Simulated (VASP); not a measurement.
**GaN: single point with PBEsol**

The system is GaN.

```xyz
2
Lattice="0.0000 2.1064 2.1064 2.1064 0.0000 2.1064 2.1064 2.1064 0.0000" Properties=species:S:1:pos:R:3 pbc="T T T"
Ga    0.0000    0.0000    0.0000
N     2.1064    2.1064    2.1064
```

```yaml
Program: VASP 6.6.1
Task: single point
Functional: PBEsol
Potentials_or_basis: VASP PAW PBE potentials, release 64 (Ga_d, N)
Cutoff: 520 eV
k_mesh: 11 × 11 × 11
Occupations: fermi-dirac, width 0.05 eV
Spin: no spin polarisation
Dipole_correction: no
Further_INCAR_settings: ALGO = Normal; EDIFF = 1e-07; NBANDS = 16
```

```yaml
Pressure: 1.7 GPa
Band_gap_on_the_k_mesh: 0.71 eV, indirect (least direct gap 2.88 eV)
```

Levels at points of the mesh, in eV from the valence-band top:
```tsv
k point	band 7	band 8	band 9	band 10	band 11	band 12
(0.00, 0.00, 0.00)	-0.54	-0.54	-0.54	2.34	14.65	14.65
```

It took 8.9 s on 1 thread of Intel(R) Xeon(R) Platinum 8488C (Sapphire Rapids), on a shared host, peak memory 0.14 GiB.

Caveat: the PAW data sets were made with another functional, which shifts forces and pressure a little. As with any semilocal functional, this PBEsol gap is likely too small.
